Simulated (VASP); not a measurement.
## LiH (zincblende type): single point with PBE

LiH (zincblende type):

```xyz
2
Lattice="0.0000 2.1449 2.1449 2.1449 0.0000 2.1449 2.1449 2.1449 0.0000" Properties=species:S:1:pos:R:3 pbc="T T T"
Li    0.0000    0.0000    0.0000
H     1.0724    1.0724    1.0724
```

```yaml
Program: VASP 6.6.1
Task: single point
Functional: PBE
Potentials_or_basis: VASP PAW PBE potentials, release 64 (Li_sv, H)
Cutoff: 520 eV
k_mesh: 18 × 18 × 18
Occupations: fermi-dirac, width 0.05 eV
Spin: no spin polarisation
Dipole_correction: no
Further_INCAR_settings: ALGO = Normal; EDIFF = 1e-06; NBANDS = 9
```

| Quantity | Value |
| --- | --- |
| Band gap on the k mesh | 4.21 eV, indirect (least direct gap 5.27 eV) |

Levels at points of the mesh, in eV from the valence-band top:
| k point | band 1 | band 2 | band 3 | band 4 | band 5 | band 6 |
| --- | --- | --- | --- | --- | --- | --- |
| (0.00, 0.00, 0.00) | -43.35 | -3.69 | 13.08 | 17.28 | 17.28 | 17.28 |
| (0.50, 0.00, 0.00) | -43.33 | -1.06 | 4.21 | 15.06 | 15.06 | 16.06 |
| (0.50, 0.50, 0.00) | -43.32 | -0.34 | 7.19 | 9.96 | 10.74 | 10.74 |

Wall time 12 s on 1 thread of Intel(R) Xeon(R) Platinum 8488C (Sapphire Rapids) (shared host), peak memory 0.15 GiB.

 A k mesh can miss the band edges.
